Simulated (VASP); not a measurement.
Write the native input for VASP 6.6.1 that does the following.

```yaml
Task: relaxation of cell and atoms
Functional: PBEsol
Potentials_or_basis: VASP PAW PBE potentials, release 64 (Pd)
Cutoff: 600 eV
k_mesh: 3 × 3 × 3
Occupations: gaussian, width 0.1 eV
Spin: no spin polarisation
Dipole_correction: no
Further_INCAR_settings: ALGO = Fast; EDIFF = 1e-06; IBRION = 2; EDIFFG = -0.04; NSW = 90; ISIF = 3
```

The structure of Pd lies in POSCAR:

```
Pd
1.0
    3.1909092529      1.8422723161      5.4417835384
   -3.1909092529      1.8422723161      5.4417835384
    0.0000000000     -3.6845446321      5.4417835384
Pd
12
Direct
    0.0101900000      0.6536100000      0.0101900000
    0.0101900000      0.0101900000      0.6536100000
    0.6536100000      0.0101900000      0.0101900000
    0.9898100000      0.3463900000      0.9898100000
    0.3463900000      0.9898100000      0.9898100000
    0.9898100000      0.9898100000      0.3463900000
    0.2211800000      0.6306000000      0.2211800000
    0.2211800000      0.2211800000      0.6306000000
    0.6306000000      0.2211800000      0.2211800000
    0.7788200000      0.3694000000      0.7788200000
    0.3694000000      0.7788200000      0.7788200000
    0.7788200000      0.7788200000      0.3694000000
```

One way to write it, as run:

INCAR

```
ALGO = Fast ; EDIFF = 1E-6
EDIFFG = -0.04 ; ENCUT = 600
GGA = PS ; IBRION = 2
ISIF = 3 ; ISMEAR = 0
LASPH = True ; LCHARG = False
LREAL = False ; LWAVE = False
NELM = 100 ; NSW = 90
PREC = Accurate ; SIGMA = 0.1
```

KPOINTS

```
k-points
0
Gamma
  3 3 3
```

Potentials or basis: VASP PAW PBE potentials, release 64 (Pd).

Launch:

```sh
$ cat potpaw_PBE.64/Pd/POTCAR > POTCAR
$ mpirun -np 1 vasp_std > vasp.out
```

Results of the run:

| Item | Value |
| --- | --- |
| Relaxed volume | 17.56 Å³/atom |
| Relaxed cell | a = 9.266 Å, b = 9.266 Å, c = 9.266 Å, α = 33.06°, β = 33.06°, γ = 33.06° |
| Space group after relaxing (to 0.1 Å) | R-3m (No. 166) |
| Energy gained by relaxing | 1436.5 meV/atom |
| Ionic steps | 45 |
| Pressure after relaxing | 0.0 GPa |
| Largest force after relaxing | 0.013 eV/Å |
| Band gap on the k mesh | zero (bands 60 and 61 overlap by 0.76 eV) |

Caveat: the k points lie up to 0.47 Å⁻¹ apart in the final cell, too coarse for converged energies and pressures of a metal; a cell axis changed by over 15 % at a fixed basis, so the end point is rough; the PAW data sets were made with another functional, which shifts forces and pressure a little.

Wall time 64 min on 1 thread of AMD EPYC 9R45 96-Core Processor (Zen 5), on a shared host, peak memory 0.41 GiB.
